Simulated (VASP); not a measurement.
# Cr (Im-3m) in VASP: a series of runs

Aim: see how the results for Cr move with the level of theory and the settings. Levels: revPBE+D3(BJ), r2SCAN+D4. Tasks: relaxation of cell and atoms, single point.

Everything below comes from runs of VASP 6.6.1. Logs are shortened: lines on timing, memory, paths and dates and some standing lists are left out, and cuts for length are marked.

## Step 1: The cell of the first run

Symmetry: Im-3m, No. 229, cubic system. The conventional cell has a = 2.969 Å, b = 2.969 Å, c = 2.969 Å, α = 90.00°, β = 90.00°, γ = 90.00°. Within 3.4 Å of Cr (site symmetry m-3m) lie 14 Cr at 2.57 to 2.97 Å.

## Step 2: Relaxation of cell and atoms, revPBE+D3(BJ), collinear spin, ferromagnetic start

INCAR

```
SYSTEM = Cr
  PREC = Accurate
  ENCUT = 600
  EDIFF = 1E-6
  ISMEAR = -1
  SIGMA = 0.05
  LREAL = .FALSE.
  LASPH = .TRUE.
  NELM = 150
  ALGO = Normal
  ISIF = 3
  LWAVE = .FALSE.
  LCHARG = .FALSE.
  ISPIN = 2
  MAGMOM = 3
  LORBIT = 11
  LMAXMIX = 4
  GGA = RE
  IVDW = 12
  IBRION = 2
  NSW = 80
  EDIFFG = -0.02
```

KPOINTS

```
regular mesh
0
G
  12 12 12
  0 0 0
```

POSCAR

```
Cr
1.0
   -1.4844496776      1.4844496776      1.4844496776
    1.4844496776     -1.4844496776      1.4844496776
    1.4844496776      1.4844496776     -1.4844496776
Cr
1
Direct
    0.0000000000      0.0000000000      0.0000000000
```

Potentials or basis: VASP PAW PBE potentials, release 64 (Cr_pv).

Launch:

```sh
> cat potpaw_PBE.64/Cr_pv/POTCAR > POTCAR
> mpirun -np 1 vasp_std > vasp.out
```

OUTCAR:

```text
SYSTEM = Cr
   PREC = Accurate
   ENCUT = 600
   EDIFF = 1E-6
   ISMEAR = -1
   LREAL = .FALSE.
   LASPH = .TRUE.
   NELM = 150
   ISIF = 3
   ISPIN = 2
   LORBIT = 11
   GGA = RE
   IVDW = 12
   IBRION = 2
   NSW = 80
   EDIFFG = -0.02
 IVDW          = 12

 ion  position               nearest neighbor table
   1  0.000  0.000  0.000-

  LATTYP: Found a body centered cubic cell.
 ALAT       =     2.9688993552

  Lattice vectors:

 A1 = (  -1.4844496776,   1.4844496776,   1.4844496776)
 A2 = (   1.4844496776,  -1.4844496776,   1.4844496776)
 A3 = (   1.4844496776,   1.4844496776,  -1.4844496776)

Analysis of symmetry for initial positions (statically):
=====================================================================
 Subroutine PRICEL returns:
 Original cell was already a primitive cell.

 Routine SETGRP: Setting up the symmetry group for a
 body centered cubic supercell.

 Subroutine GETGRP returns: Found 48 space group operations
 (whereof 48 operations were pure point group operations)
 out of a pool of 48 trial point group operations.

The static configuration has the point symmetry O_h .

Analysis of symmetry for dynamics (positions and initial velocities):
=====================================================================
 Subroutine PRICEL returns:
 Original cell was already a primitive cell.

 Routine SETGRP: Setting up the symmetry group for a
 body centered cubic supercell.

 Subroutine GETGRP returns: Found 48 space group operations
 (whereof 48 operations were pure point group operations)
 out of a pool of 48 trial point group operations.

The dynamic configuration has the point symmetry O_h .

Analysis of structural, dynamic, and magnetic symmetry:
=====================================================================
 Subroutine PRICEL returns:
 Original cell was already a primitive cell.

 Routine SETGRP: Setting up the symmetry group for a
 body centered cubic supercell.

 Subroutine GETGRP returns: Found 48 space group operations
 (whereof 48 operations were pure point group operations)
 out of a pool of 48 trial point group operations.

The overall configuration has the point symmetry O_h .

 Subroutine INISYM returns: Found 48 space group operations
 (whereof 48 operations are pure point group operations),
 and found     1 'primitive' translations

----------------------------------------------------------------------------------------

                                     Primitive cell

  volume of cell :      13.0845

  direct lattice vectors                    reciprocal lattice vectors
    -1.484449678  1.484449678  1.484449678     0.000000000  0.336825160  0.336825160
[... 87 lines left out ...]
   NSW    =     80    number of steps for IOM
   IBRION =      2    ionic relax: 0-MD 1-quasi-New 2-CG
   NFREE  =      1    steps in history (QN), initial steepest desc. (CG)
   ISIF   =      3    stress and relaxation
   ISYM   =      2    0-nonsym 1-usesym 2-fastsym
   POTIM  = 0.5000    time-step for ionic-motion
   TEBEG  =    0.0;   TEEND  =   0.0 temperature during run
   PSTRESS=    0.0 pullay stress
   NELECT =      12.0000    total number of electrons
   NUPDOWN=      -1.0000    fix difference up-down
   EMIN   =  10.00;   EMAX   =-10.00  energy-range for DOS
   EFERMI =   0.00;   METHOD = LEGACY
   ISMEAR =    -1;   SIGMA  =   0.05  broadening in eV -4-tet -1-fermi 0-gaus
   EFERMI_NEDOS =   21; number of points for ismear=-14 and -15
   IALGO  =     38    algorithm
   IMIX   =      4    mixing-type and parameters
     AMIX     =   0.40;   BMIX     =  1.00
     AMIX_MAG =   1.60;   BMIX_MAG =  1.00
  volume/ion in A,a.u.               =      13.08        88.30
  Fermi-wavevector in a.u.,A,eV,Ry     =   1.590559  3.005721 34.421077  2.529878
  Thomas-Fermi vector in A             =   2.689235
   LORBIT       =     11    0 simple, 1 ext, 2 COOP (PROOUT), +10 PAW based schemes
   GGA     = RE    functional components
   LHFCALC =     F    Hartree Fock is set to
   AEXX    =    0.0000 exact exchange contribution
   IVDW    =    12    specifies the selected vdW correction
   LEPSILON=     F    determine dielectric tensor
   LRPA    =     F    only Hartree local field effects (RPA)
 conjugate gradient relaxation of ions
 spin polarized calculation
  energy-cutoff  :      600.00
  volume of cell :       13.08
 maximum number of plane-waves:       466
 NGX is ok and might be reduce to    24
   NGX = 11   NGY = 11   NGZ = 11

--------------------------------------- Ionic step        1  -------------------------------------------

 number of electron      11.9999997 magnetization      -0.0001885

 number of electron      11.9999997 magnetization       0.0000364

 Free energy of the ion-electron system (eV)
  ---------------------------------------------------
  ext. energy  EPLUGINS =         0.00000000
  ---------------------------------------------------
  free energy    TOTEN  =        -9.00167868 eV

  energy without entropy =       -8.99589709  energy(sigma->0) =       -8.99878789

 E-fermi :   9.3338     XC(G=0): -12.8764

 val. band max:        9.2841863859   @ k =  -0.2500   0.3333   0.1667
 cond. band min:       9.3622464046   @ k =   0.4167   0.0833   0.0000
 fundamental gap:      0.0780600188
 Fermi energy:         9.3337514727

 spin component 1

 k-point     1 :       0.0000    0.0000    0.0000
  band No.  band energies     occupation
      1     -33.5415      1.00000
      2     -33.5415      1.00000
      3     -33.5415      1.00000
      4       1.9826      1.00000
      5       8.6152      1.00000
      6       8.6152      1.00000
      7       8.6152      1.00000
      8      10.3752      0.00000
      9      10.3752      0.00000
     10      16.4861      0.00000
     11      30.6755      0.00000
     12      30.6755      0.00000
[... 872 lines left out ...]
 number of electron      12.0000004 magnetization      -0.0000000

 number of electron      12.0000004 magnetization       0.0000000

 Free energy of the ion-electron system (eV)
  ---------------------------------------------------
  ext. energy  EPLUGINS =         0.00000000
  ---------------------------------------------------
  free energy    TOTEN  =        -9.08003965 eV

  energy without entropy =       -9.07668578  energy(sigma->0) =       -9.07836272

 E-fermi :  11.6811     XC(G=0): -13.8405

 val. band max:       11.5730785792   @ k =   0.1667   0.0000   0.0000
 cond. band min:      11.7519830813   @ k =  -0.3333   0.3333   0.2500
 fundamental gap:      0.1789045021
 Fermi energy:        11.6810676193

 spin component 1

 k-point     1 :       0.0000    0.0000    0.0000
  band No.  band energies     occupation
      1     -31.0083      1.00000
      2     -31.0083      1.00000
      3     -31.0083      1.00000
      4       3.6674      1.00000
      5      10.7338      1.00000
      6      10.7338      1.00000
      7      10.7338      1.00000
      8      12.9173      0.00000
      9      12.9173      0.00000
     10      18.8868      0.00000
     11      34.3108      0.00000
     12      34.3108      0.00000
[... 741 lines left out ...]
  FREE ENERGIE OF THE ION-ELECTRON SYSTEM (eV)
  ---------------------------------------------------
  free  energy   TOTEN  =       -10.0702028311 eV

  energy  without entropy=      -10.0668489542  energy(sigma->0) =      -10.06852589

 reached required accuracy - stopping structural energy minimisation

 total charge

# of ion       s       p       d       tot
------------------------------------------
    1        0.468   6.429   4.269  11.167

 magnetization (x)

# of ion       s       p       d       tot
------------------------------------------
    1       -0.000   0.000  -0.000  -0.000
```

CONTCAR:

```text
Cr
   1.00000000000000
    -1.4036290590352032    1.4036290590352032    1.4036290590352032
     1.4036290590352032   -1.4036290590352032    1.4036290590352032
     1.4036290590352032    1.4036290590352032   -1.4036290590352032
  Cr
     1
Direct
     0.0000000000000000    0.0000000000000000    0.0000000000000000

  0.00000000E+00  0.00000000E+00  0.00000000E+00
```

Run time: 2.4 min. Hardware: 1 thread of Intel Xeon 8259CL, shared host; peak memory 0.18 GiB.

What came out:

| Item | Value |
| --- | --- |
| Free energy | -10.0702 eV |
| Relaxed volume | 11.06 Å³/atom |
| Relaxed cell | a = 2.431 Å, b = 2.431 Å, c = 2.431 Å, α = 109.47°, β = 109.47°, γ = 109.47° |
| Space group after relaxing (to 0.1 Å) | Im-3m (No. 229) |
| Energy gained by relaxing | 238.7 meV/atom |
| Ionic steps | 5 |
| Pressure after relaxing | 0.2 GPa |
| Band gap on the k mesh | zero (filled and empty bands overlap) |
| Net moment | 0.00 μB per cell |
| Valence electrons inside the program's atomic spheres | Cr 11.17 |
| Dispersion energy per atom | -0.990 eV |

Step by step:
| step | energy change (eV) | largest force (eV/Å) | pressure (GPa) | volume (Å³) |
| --- | --- | --- | --- | --- |
| 1 | 0.0000 | 0.0000 | -32.60 | 13.08 |
| 2 | 0.4661 | 0.0000 | 116.33 | 8.66 |
| 3 | -0.2374 | 0.0000 | -3.32 | 11.20 |
| 4 | -0.2387 | 0.0000 | -0.78 | 11.10 |
| 5 | -0.2387 | 0.0000 | 0.16 | 11.06 |

Final structure:
```xyz
1
Lattice="-1.4036 1.4036 1.4036 1.4036 -1.4036 1.4036 1.4036 1.4036 -1.4036" Properties=species:S:1:pos:R:3 pbc="T T T"
Cr    0.0000    0.0000    0.0000
```

Caveat: the volume moved by over 15 % at a fixed basis, so the end points are rough; the PAW data sets were made with another functional, which shifts forces and pressure a little.

## Step 3: Single point, r2SCAN+D4, collinear spin, ferromagnetic start

This run uses another cell than the first one, of 12.30 Å³/atom.

POSCAR

```
Cr
1.0
   -1.4541462833      1.4541462833      1.4541462833
    1.4541462833     -1.4541462833      1.4541462833
    1.4541462833      1.4541462833     -1.4541462833
Cr
1
Direct
    0.0000000000      0.0000000000      0.0000000000
```

INCAR.step1

```
  ALGO = Normal
  EDIFF = 1E-4
  ENCUT = 520
  GGA = PE
  ISMEAR = -1
  ISPIN = 2
  LASPH = True
  LCHARG = False
  LMAXMIX = 4
  LREAL = False
  LWAVE = True
  MAGMOM = 3
  NBANDS = 16
  NELM = 150
  PREC = Accurate
  SIGMA = 0.05
```

INCAR.step2

```
  ALGO = Normal
  EDIFF = 1E-6
  ENCUT = 520
  ISIF = 2
  ISMEAR = -1
  ISPIN = 2
  ISTART = 1
  IVDW = 13
  LASPH = True
  LCHARG = False
  LMAXMIX = 4
  LMIXTAU = True
  LORBIT = 11
  LREAL = False
  LWAVE = False
  MAGMOM = 3
  METAGGA = R2SCAN
  NBANDS = 16
  NELM = 150
  PREC = Accurate
  SIGMA = 0.05
  VDW_A1 = 0.51559235
  VDW_A2 = 5.77342911
  VDW_S6 = 1.0
  VDW_S8 = 0.6018749
```

KPOINTS

```
k-points
0
Gamma
  12 12 12
```

Potentials or basis: VASP PAW PBE potentials, release 64 (Cr_pv).

Launch:

```sh
> cat potpaw_PBE.64/Cr_pv/POTCAR > POTCAR
> cp INCAR.step1 INCAR
> mpirun -np 1 vasp_std > vasp.out
> cp INCAR.step2 INCAR
> mpirun -np 1 vasp_std > vasp.out
```

Run time: 2.1 min. Hardware: 1 thread of Intel Xeon 8259CL, shared host; peak memory 0.15 GiB.

It converged, with:

- Free energy: -14.8942 eV
- Pressure: -20.7 GPa
- Band gap on the k mesh: zero (filled and empty bands overlap)
- Net moment: 0.00 μB per cell
- Valence electrons inside the program's atomic spheres: Cr 11.16
- Dispersion energy per atom: -0.144 eV

Levels at points of the mesh, in eV from the Fermi level:
Spin up:
```tsv
k point	band 4	band 5	band 6	band 7	band 8	band 9
(0.00, 0.00, 0.00)	-8.11	-0.81	-0.81	-0.81	1.41	1.41
(0.50, 0.00, 0.00)	-4.27	-2.30	0.87	1.31	1.72	2.72
(0.50, 0.50, 0.50)	-3.92	-3.92	2.36	2.36	2.36	3.09
```
Spin down:
```csv
k point,band 3,band 4,band 5,band 6,band 7,band 8,band 9,band 10
"(0.00, 0.00, 0.00)",-44.34,-8.11,-0.81,-0.81,-0.81,1.41,1.41,3.16
"(0.50, 0.00, 0.00)",-44.34,-4.27,-2.30,0.87,1.31,1.72,2.72,3.09
"(0.50, 0.50, 0.50)",-44.88,-3.92,-3.92,2.36,2.36,2.36,3.09,10.48
```

Caveat: the cell stands under tension; the PAW data sets were made with another functional, which shifts forces and pressure a little.

[end of part 1 of 2]
